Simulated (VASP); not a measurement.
The system is HfN.

```xyz
2
Lattice="0.0000 2.2650 2.2650 2.2650 0.0000 2.2650 2.2650 2.2650 0.0000" Properties=species:S:1:pos:R:3 pbc="T T T"
Hf    0.0000    0.0000    0.0000
N     2.2650    2.2650    2.2650
```

```yaml
Program: VASP 6.6.1
Task: relaxation of cell and atoms
Functional: PBEsol
Potentials_or_basis: VASP PAW PBE potentials, release 64 (Hf_pv, N)
Cutoff: 600 eV
k_mesh: 16 × 16 × 16
Occupations: gaussian, width 0.1 eV
Spin: no spin polarisation
```

At the start: pressure -7.4 GPa; volume 11.62 Å³/atom.

How do energy, volume and symmetry change on relaxing?

Over 4 steps the energy falls by 7.3 meV/atom and the volume is 11.31 Å³/atom (-2.7 %); space group Fm-3m (No. 225, to 0.05 Å).

The path:
| step | energy change (eV) | largest force (eV/Å) | pressure (GPa) | volume (Å³) |
| --- | --- | --- | --- | --- |
| 1 | 0.0000 | 0.0000 | -7.41 | 23.24 |
| 2 | 0.0434 | 0.0000 | 17.01 | 21.48 |
| 3 | -0.0146 | 0.0000 | -0.13 | 22.63 |
| 4 | -0.0146 | 0.0000 | 0.03 | 22.62 |

Final structure:
```xyz
2
Lattice="0.0000 2.2447 2.2447 2.2447 0.0000 2.2447 2.2447 2.2447 0.0000" Properties=species:S:1:pos:R:3 pbc="T T T"
Hf    2.2447    2.2447    0.0000
N     2.2447    2.2447    2.2447
```

Caveat: the PAW data sets were made with another functional, which shifts forces and pressure a little.
